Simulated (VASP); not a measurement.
A run of VASP 6.6.1 is set up as follows.

File INCAR:

```
SYSTEM = Ca
PREC     = Accurate       ! precision mode
ENCUT    = 600            ! plane-wave cutoff, eV
EDIFF    = 1E-6           ! SCF threshold, eV
ISMEAR   = 0              ! smearing method
SIGMA    = 0.1            ! smearing width, eV
LREAL    = .FALSE.        ! projectors in reciprocal space
LASPH    = .TRUE.         ! aspherical terms in the spheres
NELM     = 60             ! most SCF steps
ALGO     = Fast           ! electronic algorithm
ISIF     = 4              ! what is computed and relaxed
LWAVE    = .FALSE.        ! write WAVECAR
LCHARG   = .FALSE.        ! write CHGCAR
GGA      = PE             ! functional
IBRION   = 2              ! ionic algorithm
NSW      = 50             ! ionic steps
EDIFFG   = -0.01          ! ionic threshold
```

Contents of KPOINTS:

```
Automatic mesh
0
G
  12 12 8
  0 0 0
```

File POSCAR:

```
Ca
1.0
    3.8659525953      0.0000000000      0.0000000000
   -1.9329762976      3.3480131573      0.0000000000
    0.0000000000      0.0000000000      6.3514911703
Ca
2
Direct
    0.3333333333      0.6666666667      0.2500000000
    0.6666666667      0.3333333333      0.7500000000
```

Potentials or basis: VASP PAW PBE potentials, release 64 (Ca_sv).

Launch:

```bash
$ cat potpaw_PBE.64/Ca_sv/POTCAR > POTCAR
$ mpirun -np 1 vasp_std > vasp.out
```

Task: Predict the band gap on the k mesh.

Result: Zero (bands 10 and 11 overlap by 0.48 eV).

Final structure:
```
Ca
1.0
     3.86493    0.00000    0.00000
    -1.93247    3.34713    0.00000
     0.00000    0.00000    6.35484
Ca
2
Direct
  0.33333 0.66667 0.25000
  0.66667 0.33333 0.75000
```
